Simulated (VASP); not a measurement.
Wanted: the native input for a VASP 6.6.1 run.

* Task: single point
* Functional: PBE
* Potentials or basis: VASP PAW PBE potentials, release 64 (Zn)
* Cutoff: 520 eV
* k mesh: 22 × 22 × 22
* Occupations: gaussian, width 0.15 eV
* Spin: no spin polarisation
* Dipole correction: no
* Further INCAR settings: ALGO = Fast; EDIFF = 1e-07; NBANDS = 12

The structure of Zn lies in POSCAR:

```
Zn
1.0
   -0.6897742124      1.6171629528      1.6171629528
    1.6171629528     -0.6897742124      1.6171629528
    1.6171629528      1.6171629528     -0.6897742124
Zn
1
Direct
    0.0000000000      0.0000000000      0.0000000000
```

One way to write it, as run:

INCAR

```
PREC = Accurate ; ENCUT = 520
EDIFF = 1E-7 ; ISMEAR = 0
SIGMA = 0.15 ; LREAL = F
LASPH = T ; NELM = 80
ALGO = Fast ; ISIF = 2
LWAVE = F ; LCHARG = T
GGA = PE ; LELF = T
LVHAR = T ; NBANDS = 12
```

KPOINTS

```
regular mesh
0
Gamma
  22 22 22
```

Potentials or basis: VASP PAW PBE potentials, release 64 (Zn).

Launch:

```console
$ cat potpaw_PBE.64/Zn/POTCAR > POTCAR
$ mpirun -np 1 vasp_std > vasp.out
```

Results of the run:

* Pressure: 30.0 GPa
* Band gap on the k mesh: zero (bands 6 and 7 overlap by 7.57 eV)

Caveat: the cell stands under pressure.

Wall time 2.7 min on 1 thread of Intel Xeon 8259CL, with other jobs on the host, peak memory 0.26 GiB.
